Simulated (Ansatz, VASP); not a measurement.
In2Sb in VASP and in Ansatz

```xyz
6
Lattice="5.3799 0.0000 0.0000 -2.6900 4.6591 0.0000 0.0000 0.0000 6.7226" Properties=species:S:1:pos:R:3 pbc="T T T"
In    2.6900    1.5530    1.6806
In    0.0000    3.1061    5.0419
In    0.0000    0.0000    3.3613
In    0.0000    0.0000    0.0000
Sb    2.6900    1.5530    5.0419
Sb    0.0000    3.1061    1.6806
```

Alike in both runs: task single point; functional PBEsol; k mesh 6 × 6 × 3; occupations gaussian, width 0.2 eV; no spin polarisation.

|  | VASP | Ansatz |
| --- | --- | --- |
| version | VASP 6.6.1 | Ansatz 0.2.0 |
| potentials or method | VASP PAW PBE potentials, release 64 (In_d, Sb), cutoff 520 eV | scalar-relativistic, plane waves, PAW |
| valence electrons in the cell | 62 | 82 |

```csv
,VASP,Ansatz,Ansatz less VASP
gap on the k mesh at the Fermi level (eV),none,none,-
pressure (GPa),-2.4,-2.4,+0.01
"traceless stress, the component that is largest in VASP (GPa)",-2.35,-2.32,+0.025
```

VASP's potentials were made for PBE, not for PBEsol. A gap of «none» marks a metal or a gap that the smearing closes. With one functional, cell and mesh, what is left measures potentials, basis and numerics. VASP's potentials hold 62 valence electrons a cell and Ansatz's 82, so a difference there can come from the potentials and not from the codes.

Neither program's run includes spin-orbit coupling.
